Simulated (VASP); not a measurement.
Wanted: the native input for a VASP 6.6.1 run.

```yaml
Task: single point
Functional: PBEsol
Potentials_or_basis: VASP PAW PBE potentials, release 64 (Sr_sv, Cl)
Cutoff: 520 eV
k_mesh: 6 × 6 × 6
Occupations: gaussian, width 0.01 eV
Spin: no spin polarisation
Dipole_correction: no
Further_INCAR_settings: ALGO = Normal; EDIFF = 1e-06; NBANDS = 19
```

The structure of SrCl2 lies in POSCAR:

```
SrCl2
1.0
    0.0000000000      3.4883500000      3.4883500000
    3.4883500000      0.0000000000      3.4883500000
    3.4883500000      3.4883500000      0.0000000000
Sr Cl
1 2
Direct
    0.0000000000      0.0000000000      0.0000000000
    0.7500000000      0.7500000000      0.7500000000
    0.2500000000      0.2500000000      0.2500000000
```

These files were run (other wordings do the same):

INCAR

```
SYSTEM = SrCl2
PREC = Accurate ; ENCUT = 520
EDIFF = 1E-6 ; ISMEAR = 0
SIGMA = 0.01 ; LREAL = .FALSE.
LASPH = .TRUE. ; NELM = 60
ALGO = Normal ; ISIF = 2
LWAVE = .FALSE. ; LCHARG = .FALSE.
GGA = PS ; NBANDS = 19
```

KPOINTS

```
Automatic mesh
0
G
  6 6 6
  0 0 0
```

Potentials or basis: VASP PAW PBE potentials, release 64 (Sr_sv, Cl).

Run with:

```sh
$ cat potpaw_PBE.64/Sr_sv/POTCAR potpaw_PBE.64/Cl/POTCAR > POTCAR
$ mpirun -np 1 vasp_std > vasp.out
```

Results of the run:

```yaml
Pressure: -0.9 GPa
Band_gap_on_the_k_mesh: 5.13 eV (least direct gap 5.36 eV)
```

Caveat: the PAW data sets were made with another functional, which shifts forces and pressure a little.

Wall time 46 s on 1 thread of Intel Xeon 8259CL (shared host), peak memory 0.24 GiB.
